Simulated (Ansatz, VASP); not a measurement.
Two plane-wave programs on BaTiO3

```
Ba Ti O
1.0
     3.99980    0.00000    0.00000
     0.00000    3.99980    0.00000
     0.00000    0.00000    4.01800
Ba Ti O
1 1 3
Direct
  0.00000 0.00000 0.00000
  0.50000 0.50000 0.49000
  0.50000 0.50000 0.01900
  0.50000 0.00000 0.51700
  0.00000 0.50000 0.51700
```

Alike in both runs: task single point; functional PBE; dispersion D3(BJ); k mesh 6 × 6 × 6; no spin polarisation; Hubbard terms Ti d U = 2.0 eV.

|  | VASP | Ansatz |
| --- | --- | --- |
| version | VASP 6.6.1 | Ansatz 0.2.0 |
| potentials or method | VASP PAW PBE potentials, release 64 (Ba_sv, Ti_sv, O) | plane waves, PAW |
| plane-wave cutoff (eV) | 520 | 420 |
| occupations | gaussian, width 0.01 eV | fixed |
| valence electrons in the cell | 40 | 40 |

```csv
,VASP,Ansatz,Ansatz less VASP
gap on the k mesh at the Fermi level (eV),2.00,2.05,+0.052
```

The programs project onto different local orbitals, so the same U acts differently, and such runs can settle in different states.

Neither program's run includes spin-orbit coupling.
